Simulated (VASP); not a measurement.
# SiC (P6_3mc) in VASP: notebook

SiC is run at these levels: PBE; tasks: single point.

Everything below comes from runs of VASP 6.6.1. Logs are shortened: lines on timing, memory, paths and dates and some standing lists are left out, and cuts for length are marked.

**1. The cell of the first run**

It takes space group P6_3mc (No. 186, hexagonal). Conventional cell: a = 3.092 Å, b = 3.092 Å, c = 4.871 Å, α = 90.00°, β = 90.00°, γ = 120.00°. Within 2.5 Å of Si (site symmetry 3m) lie 4 C at 1.86 to 1.88 Å. C (site symmetry 3m) has 4 Si at 1.86 to 1.88 Å within 2.5 Å.

**2. Single point, PBE (strain along c alone, the other axes held: -4.0 %, then relaxed in part)**

File INCAR:

```
PREC = Accurate
ENCUT = 520
EDIFF = 1E-6
ISMEAR = 0
SIGMA = 0.02
LREAL = F
LASPH = T
NELM = 80
ALGO = Normal
ISIF = 2
LWAVE = F
LCHARG = T
GGA = PE
LELF = T
LVHAR = T
NBANDS = 16
```

File KPOINTS:

```
regular mesh
0
Gamma
  12 12 6
```

File POSCAR:

```
SiC
1.0
    3.0919365178      0.0000000000      0.0000000000
   -1.5459682589      2.6776955713      0.0000000000
    0.0000000000      0.0000000000      4.8713205974
Si C
2 2
Direct
    0.3333333333      0.6666666667      0.4969018196
    0.6666666667      0.3333333333      0.9969018196
    0.3333333333      0.6666666667      0.8780981804
    0.6666666667      0.3333333333      0.3780981804
```

Potentials or basis: VASP PAW PBE potentials, release 64 (Si, C).

Command:

```console
$ cat potpaw_PBE.64/Si/POTCAR potpaw_PBE.64/C/POTCAR > POTCAR
$ mpirun -np 1 vasp_std > vasp.out
```

OUTCAR:

```text
PREC = Accurate
   ENCUT = 520
   EDIFF = 1E-6
   ISMEAR = 0
   LREAL = F
   LASPH = T
   NELM = 80
   ISIF = 2
   GGA = PE

 ion  position               nearest neighbor table
   1  0.333  0.667  0.497-   3 1.86   4 1.88   4 1.88   4 1.88   2 3.02   2 3.02   2 3.02   2 3.02
                             2 3.02   2 3.02
   2  0.667  0.333  0.997-   4 1.86   3 1.88   3 1.88   3 1.88   1 3.02   1 3.02   1 3.02   1 3.02
                             1 3.02   1 3.02
   3  0.333  0.667  0.878-   1 1.86   2 1.88   2 1.88   2 1.88
   4  0.667  0.333  0.378-   2 1.86   1 1.88   1 1.88   1 1.88

  LATTYP: Found a hexagonal cell.
 ALAT       =     3.0919365178
 C/A-ratio  =     1.5754917895

  Lattice vectors:

 A1 = (   3.0919365178,   0.0000000000,   0.0000000000)
 A2 = (  -1.5459682589,   2.6776955713,   0.0000000000)
 A3 = (   0.0000000000,   0.0000000000,   4.8713205974)

Analysis of symmetry for initial positions (statically):
=====================================================================
 Subroutine PRICEL returns:
 Original cell was already a primitive cell.

 Routine SETGRP: Setting up the symmetry group for a
 hexagonal supercell.

 Subroutine GETGRP returns: Found 12 space group operations
 (whereof  6 operations were pure point group operations)
 out of a pool of 24 trial point group operations.

The static configuration has the point symmetry C_3v.
 The point group associated with its full space group is C_6v.

Analysis of symmetry for dynamics (positions and initial velocities):
=====================================================================
 Subroutine PRICEL returns:
 Original cell was already a primitive cell.

 Routine SETGRP: Setting up the symmetry group for a
 hexagonal supercell.

 Subroutine GETGRP returns: Found 12 space group operations
 (whereof  6 operations were pure point group operations)
 out of a pool of 24 trial point group operations.

The dynamic configuration has the point symmetry C_3v.
 The point group associated with its full space group is C_6v.

 Subroutine INISYM returns: Found 12 space group operations
 (whereof  6 operations are pure point group operations),
 and found     1 'primitive' translations

----------------------------------------------------------------------------------------

                                     Primitive cell

  volume of cell :      40.3310

  direct lattice vectors                    reciprocal lattice vectors
     3.091936518  0.000000000  0.000000000     0.323421905  0.186727724  0.000000000
    -1.545968259  2.677695571  0.000000000     0.000000000  0.373455448  0.000000000
     0.000000000  0.000000000  4.871320597     0.000000000  0.000000000  0.205283142

  length of vectors
     3.091936518  3.091936518  4.871320597     0.373455448  0.373455448  0.205283142

  position of ions in fractional coordinates (direct lattice)
     0.333333333  0.666666667  0.496901820
     0.666666667  0.333333333  0.996901820
     0.333333333  0.666666667  0.878098180
     0.666666667  0.333333333  0.378098180

  ion indices of the primitive-cell ions
   primitive index   ion index
                 1           1
                 2           2
                 3           3
                 4           4

----------------------------------------------------------------------------------------

 KPOINTS: regular mesh

Automatic generation of k-mesh.
 Grid dimensions read from file:
 generate k-points for:   12   12    6

 Generating k-lattice:

  Cartesian coordinates                     Fractional coordinates (reciprocal lattice)
     0.026951825  0.015560644  0.000000000     0.083333333  0.000000000  0.000000000
     0.000000000  0.031121287  0.000000000     0.000000000  0.083333333  0.000000000
     0.000000000  0.000000000  0.034213857     0.000000000  0.000000000  0.166666667

  Length of vectors
     0.031121287  0.031121287  0.034213857

  Shift w.r.t. Gamma in fractional coordinates (k-lattice)
     0.000000000  0.000000000  0.000000000

 Subroutine IBZKPT returns following result:
 ===========================================

 Found     76 irreducible k-points:

 Following reciprocal coordinates:
            Coordinates               Weight
  0.000000  0.000000  0.000000      1.000000
  0.083333  0.000000  0.000000      6.000000
  0.166667  0.000000  0.000000      6.000000
  0.250000  0.000000  0.000000      6.000000
  0.333333  0.000000  0.000000      6.000000
  0.416667  0.000000  0.000000      6.000000
[... 16 lines left out ...]
  0.250000  0.000000  0.166667     12.000000
  0.333333  0.000000  0.166667     12.000000
 [... further k-points ...]
   k-points           NKPTS =     76   k-points in BZ     NKDIM =     76   number of bands    NBANDS=     16
   number of dos      NEDOS =    301   number of ions     NIONS =      4
   total plane-waves  NPLWV =  20736
   dimension x,y,z NGX =    24 NGY =   24 NGZ =   36
   dimension x,y,z NGXF=    48 NGYF=   48 NGZF=   72
   ions per type =               2   2
   NGX,Y,Z   is equivalent  to a cutoff of  12.90, 12.90, 12.29 a.u.
   NGXF,Y,Z  is equivalent  to a cutoff of  25.81, 25.81, 24.57 a.u.
 SYSTEM =  unknown system
   PREC   = accura    normal or accurate (medium, high low for compatibility)
   ISTART =      0    job   : 0-new  1-cont  2-samecut
   ICHARG =      2    charge: 1-file 2-atom 10-const
   ISPIN  =      1    spin polarized calculation?
   LNONCOLLINEAR =      F non collinear calculations
   LSORBIT =      F    spin-orbit coupling
   LASPH  =      T    aspherical Exc in radial PAW
   ENCUT  =  520.0 eV  38.22 Ry    6.18 a.u.   5.75  5.75  9.06*2*pi/ulx,y,z
   NELM   =     80;   NELMIN=  2; NELMDL= -5     # of ELM steps
   EDIFF  = 0.1E-05   stopping-criterion for ELM
   LREAL  =      F    real-space projection
   EDIFFG = 0.1E-04   stopping-criterion for IOM
   NSW    =      0    number of steps for IOM
   IBRION =     -1    ionic relax: 0-MD 1-quasi-New 2-CG
   NFREE  =      0    steps in history (QN), initial steepest desc. (CG)
   ISIF   =      2    stress and relaxation
   ISYM   =      2    0-nonsym 1-usesym 2-fastsym
   POTIM  = 0.5000    time-step for ionic-motion
   TEBEG  =    0.0;   TEEND  =   0.0 temperature during run
   PSTRESS=    0.0 pullay stress
   NELECT =      16.0000    total number of electrons
   NUPDOWN=      -1.0000    fix difference up-down
   EMIN   =  10.00;   EMAX   =-10.00  energy-range for DOS
   EFERMI =   0.00;   METHOD = LEGACY
   ISMEAR =     0;   SIGMA  =   0.02  broadening in eV -4-tet -1-fermi 0-gaus
   EFERMI_NEDOS =   21; number of points for ismear=-14 and -15
   IALGO  =     38    algorithm
   IMIX   =      4    mixing-type and parameters
     AMIX     =   0.40;   BMIX     =  1.00
     AMIX_MAG =   1.60;   BMIX_MAG =  1.00
  volume/ion in A,a.u.               =      10.08        68.04
  Fermi-wavevector in a.u.,A,eV,Ry     =   1.202916  2.273182 19.687727  1.447007
  Thomas-Fermi vector in A             =   2.338684
   LORBIT       =      0    0 simple, 1 ext, 2 COOP (PROOUT), +10 PAW based schemes
   GGA     = PE    functional components
   LHFCALC =     F    Hartree Fock is set to
   AEXX    =    0.0000 exact exchange contribution
   IVDW    =     0    specifies the selected vdW correction
   LEPSILON=     F    determine dielectric tensor
   LRPA    =     F    only Hartree local field effects (RPA)
 non-spin polarized calculation
 Gauss-broadening in eV      SIGMA  =   0.02
  energy-cutoff  :      520.00
  volume of cell :       40.33
 maximum number of plane-waves:      1100
 NGX is ok and might be reduce to    24
   NGX = 11   NGY = 11   NGZ = 19

 number of electron      16.0000001 magnetization

 Free energy of the ion-electron system (eV)
  ---------------------------------------------------
  ext. energy  EPLUGINS =         0.00000000
  ---------------------------------------------------
  free energy    TOTEN  =       -29.99272302 eV

  energy without entropy =      -29.99272302  energy(sigma->0) =      -29.99272302

 E-fermi :   8.9159     XC(G=0): -11.4572

 val. band max:        8.7415364407   @ k =   0.0000   0.0000   0.0000
 cond. band min:      11.0076795506   @ k =   0.3333   0.3333   0.0000
 fundamental gap:      2.2661431099
 Fermi energy:         8.9159237898

 k-point     1 :       0.0000    0.0000    0.0000
  band No.  band energies     occupation
      1      -7.2268      2.00000
      2      -3.2515      2.00000
      3      -0.1375      2.00000
      4       6.9219      2.00000
      5       6.9219      2.00000
      6       8.4464      2.00000
[... 8 lines left out ...]
     15      17.5523      0.00000
     16      19.7941      0.00000

 k-point     2 :       0.0833    0.0000    0.0000
  band No.  band energies     occupation
      1      -7.1077      2.00000
      2      -3.1532      2.00000
      3      -0.0273      2.00000
      4       6.2391      2.00000
      5       6.7118      2.00000
      6       8.0044      2.00000
[... 8 lines left out ...]
     15      17.8546      0.00000
     16      18.9711      0.00000

 k-point     3 :       0.1667    0.0000    0.0000
  band No.  band energies     occupation
      1      -6.7535      2.00000
      2      -2.8689      2.00000
      3       0.2943      2.00000
      4       4.7643      2.00000
      5       6.2367      2.00000
      6       6.9370      2.00000
[... 8 lines left out ...]
     15      18.2200      0.00000
     16      18.4332      0.00000

 k-point     4 :       0.2500    0.0000    0.0000
  band No.  band energies     occupation
      1      -6.1752      2.00000
      2      -2.4431      2.00000
      3       0.7809      2.00000
      4       3.1739      2.00000
      5       5.6080      2.00000
      6       5.7218      2.00000
[... 8 lines left out ...]
     15      18.7233      0.00000
     16      19.1626      0.00000
[... 324 lines left out ...]
 k-point    22 :       0.1667    0.0000    0.1667
  band No.  band energies     occupation
      1      -6.6076      2.00000
      2      -3.4806      2.00000
      3       1.1002      2.00000
      4       4.9081      2.00000
      5       6.3386      2.00000
      6       6.5455      2.00000
[... 8 lines left out ...]
     15      18.2963      0.00000
     16      19.1257      0.00000

 k-point    23 :       0.2500    0.0000    0.1667
  band No.  band energies     occupation
      1      -6.0315      2.00000
      2      -3.0031      2.00000
      3       1.4149      2.00000
      4       3.4384      2.00000
      5       5.1691      2.00000
      6       5.8310      2.00000
[... 8 lines left out ...]
     15      19.2245      0.00000
     16      19.6438      0.00000

 k-point    24 :       0.3333    0.0000    0.1667
  band No.  band energies     occupation
      1      -5.2608      2.00000
      2      -2.4591      2.00000
      3       1.0840      2.00000
      4       2.9112      2.00000
      5       3.7734      2.00000
      6       5.4101      2.00000
[... 8 lines left out ...]
     15      20.4142      0.00000
     16      20.5686      0.00000

 [... further k-points ...]
[... 5 lines left out ...]
  --------------------------------------------------------------------------------------
  -------------------------------------------------------------------------------------
  Total        0.6377977      0.6377977      5.7548360      0.0000000      0.0000000      0.0000000
  in kB       25.3369905     25.3369905    228.6151750      0.0000000      0.0000000      0.0000000
  external PRESSURE =      93.0963853 kB  Pullay stress =       0.0000000 kB

 VOLUME and BASIS-vectors are now :
 -----------------------------------------------------------------------------
  energy-cutoff  :      520.00
  volume of cell :       40.33
      direct lattice vectors                 reciprocal lattice vectors
     3.091936518  0.000000000  0.000000000     0.323421905  0.186727724  0.000000000
    -1.545968259  2.677695571  0.000000000     0.000000000  0.373455448  0.000000000
     0.000000000  0.000000000  4.871320597     0.000000000  0.000000000  0.205283142

 POSITION                                       TOTAL-FORCE (eV/Angst)
 -----------------------------------------------------------------------------------
     -0.00000      1.78513      2.42057         0.000000     -0.000000     -0.004513
      1.54597      0.89257      4.85623        -0.000000      0.000000     -0.004513
     -0.00000      1.78513      4.27750         0.000000     -0.000000      0.004513
      1.54597      0.89257      1.84184         0.000000      0.000000      0.004513
 -----------------------------------------------------------------------------------
    total drift:                                0.000000      0.000000     -0.000115

  FREE ENERGIE OF THE ION-ELECTRON SYSTEM (eV)
  ---------------------------------------------------
  free  energy   TOTEN  =       -29.9927230249 eV

  energy  without entropy=      -29.9927230249  energy(sigma->0) =      -29.99272302
```

Wall time 2 min (1 thread of AMD EPYC 7R13, shared host); peak memory 0.14 GiB.

What came out:

| Property | Result |
| --- | --- |
| Free energy | -29.9927 eV |
| Pressure | 9.3 GPa |
| Largest force | 0.005 eV/Å |
| Band gap on the k mesh | 2.27 eV, indirect (least direct gap 3.68 eV) |

Forces on the atoms (eV/Å):
```
Si   0.000  0.000 -0.005
Si   0.000  0.000 -0.005
C    0.000  0.000  0.005
C    0.000  0.000  0.005
```

Levels at points of the mesh, in eV from the valence-band top:
```
           k point  band 4  band 5  band 6  band 7  band 8  band 9  band 10  band 11  band 12  band 13
(0.00, 0.00, 0.00)   -1.82   -1.82   -0.30   -0.30    0.00    4.16     6.28     6.28     6.62     8.16
(0.50, 0.00, 0.00)   -6.34   -5.68   -3.81   -3.49   -1.39    2.30     4.38     6.84     6.98    10.48
(0.00, 0.00, 0.50)   -4.28   -1.12   -1.12   -1.12   -1.12    5.43     5.43     6.98     6.98     6.98
(0.50, 0.00, 0.50)   -8.60   -2.83   -2.83   -2.29   -2.29    3.24     3.24     5.34     5.34    10.53
```

Caveat: the cell differs from its parent crystal (strain along c alone, the other axes held: -4.0 %, then relaxed in part).

(Continued in part 2 of 2.)
